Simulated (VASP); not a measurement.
A run of VASP 6.6.1 is set up as follows.

INCAR

```
SYSTEM = Na
  ALGO = Normal
  EDIFF = 1E-8
  ENCUT = 520
  GGA = PS
  ISIF = 2
  ISMEAR = -1
  LASPH = .TRUE.
  LCHARG = .FALSE.
  LEFG = .TRUE.
  LREAL = .FALSE.
  LWAVE = .FALSE.
  NBANDS = 10
  NELM = 80
  PREC = Accurate
  SIGMA = 0.03
```

Contents of KPOINTS:

```
k-points
0
G
  11 11 11
  0 0 0
```

POSCAR

```
Na
1.0
   -2.1590301515      2.1590301515      2.1590301515
    2.1590301515     -2.1590301515      2.1590301515
    2.1590301515      2.1590301515     -2.1590301515
Na
1
Direct
    0.0000000000      0.0000000000      0.0000000000
```

Potentials or basis: VASP PAW PBE potentials, release 64 (Na_pv).

Command:

```bash
$ cat potpaw_PBE.64/Na_pv/POTCAR > POTCAR
$ mpirun -np 1 vasp_std > vasp.out
```

Task: Estimate the pressure.

Result: -0.7 GPa.

Caveat: without QUAD_EFG the Cq values of the log hold for a quadrupole moment of 1 mb, not for the nuclei; the PAW data sets were made with another functional, which shifts forces and pressure a little.
